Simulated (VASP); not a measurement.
Here is a VASP 6.6.1 calculation.

The input INCAR:

```
SYSTEM = Ga3Se
PREC = Accurate
ENCUT = 600
EDIFF = 1E-7
ISMEAR = 0
SIGMA = 0.1
LREAL = .False.
LASPH = .True.
NELM = 60
ALGO = Normal
ISIF = 3
LWAVE = .False.
LCHARG = .False.
IBRION = 2
NSW = 80
EDIFFG = -0.01
```

The input KPOINTS:

```
regular mesh
0
Gamma
  10 10 10
  0 0 0
```

Contents of POSCAR:

```
Ga3Se
1.0
    4.4324650000      0.0000000000      0.0000000000
    0.0000000000      4.4324650000      0.0000000000
    0.0000000000      0.0000000000      4.4324650000
Ga Se
3 1
Direct
    0.0000000000      0.5000000000      0.5000000000
    0.5000000000      0.0000000000      0.5000000000
    0.5000000000      0.5000000000      0.0000000000
    0.0000000000      0.0000000000      0.0000000000
```

Potentials or basis: VASP PAW LDA potentials, release 64 (Ga_d, Se).

Run with:

```console
$ cat potpaw_LDA.64/Ga_d/POTCAR potpaw_LDA.64/Se/POTCAR > POTCAR
$ mpirun -np 1 vasp_std > vasp.out
```

Question: What does it give for the band gap on the k mesh?

Answer: Zero (an odd number of electrons rules out a gap without spin polarisation).

Question: Predict the relaxed cell.

Answer: a = 4.255 Å, b = 4.255 Å, c = 4.255 Å, α = 90.00°, β = 90.00°, γ = 90.00°.

The path:
| step | energy change (eV) | largest force (eV/Å) | pressure (GPa) | volume (Å³) |
| --- | --- | --- | --- | --- |
| 1 | 0.0000 | 0.0000 | -4.94 | 87.08 |
| 2 | -0.1674 | 0.0000 | -1.26 | 78.90 |
| 3 | -0.1751 | 0.0000 | -0.05 | 77.03 |
